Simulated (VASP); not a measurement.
Input of a VASP 6.6.1 run:

INCAR

```
PREC = Accurate
ENCUT = 520
EDIFF = 1E-7
ISMEAR = 0
SIGMA = 0.15
LREAL = False
LASPH = True
NELM = 60
ALGO = Fast
ISIF = 2
LWAVE = False
LCHARG = False
GGA = PE
NBANDS = 22
```

File KPOINTS:

```
regular mesh
0
Gamma
  8 8 8
```

Contents of POSCAR:

```
Al
1.0
    0.0000000000      4.0406222370     -4.0406222370
    4.0406222370      4.0406222370      0.0000000000
    4.0406222370      0.0000000000     -4.0406222370
Al
8
Direct
    0.5000110671      0.0000469143      0.4999842150
    0.4998972468      0.5004091016      0.5000730179
   -0.0001512560      0.0000832865      0.4999361839
    0.0001189645      0.4998889666      0.5000176248
    0.4999987179      0.0000322048     -0.0001350049
    0.5000768069      0.4998618725      0.0001390756
    0.0000642563     -0.0002320320     -0.0000419357
   -0.0000158032      0.4999096860      0.0000268236
```

Potentials or basis: VASP PAW PBE potentials, release 64 (Al).

Command:

```sh
$ cat potpaw_PBE.64/Al/POTCAR > POTCAR
$ mpirun -np 1 vasp_std > vasp.out
```

(1) Predict the band gap on the k mesh.

(2) What does it give for the largest force?

(3) What does it give for the pressure?

Answers

(1) zero (bands 12 and 13 overlap by 2.50 eV).

(2) 0.007 eV/Å.

(3) -0.1 GPa.
